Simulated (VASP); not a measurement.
Runs of VASP 6.6.1 on Bi2Te3 (Tellurobismuthite). The structure is that of space group R3m (No. 160), or close to it. The cells are those of the table. 

| cell | gap on the mesh (eV) | pressure (GPa) | largest force (eV/Å) |
| --- | --- | --- | --- |
| a = 10.268 Å, angles 24.8°, 5 atoms | none | -0.8 | (c) |
| a = 10.448 Å, angles 24.8°, 5 atoms | none | -3.0 | 1.02 |
| a = 10.176 Å, angles 24.8°, 5 atoms | none | 0.6 | 1.28 |
| a = 9.987 Å, angles 24.8°, 5 atoms | none | 4.2 | (a) |
| a = 10.359 Å, angles 24.8°, 5 atoms | none | -2.0 | (b) |

Alike in all rows: task single point; level PBEsol; potentials or basis VASP PAW PBE potentials, release 64 (Bi_d, Te); no spin polarisation; k mesh 6 × 6 × 6; cutoff (eV) 520; smearing fermi-dirac 0.1 eV.

Fill in the values left out.

(a) 1.49; (b) 1.10; (c) 1.19.

Caveats: the PAW data sets were made with another functional, which shifts forces and pressure a little; spin-orbit coupling is left out, which moves the levels of the heavy elements.

A k mesh can miss the band edges, and the runs leave out spin-orbit coupling on Bi, Te.

A gap of «none» marks levels without a gap at the run's occupations.
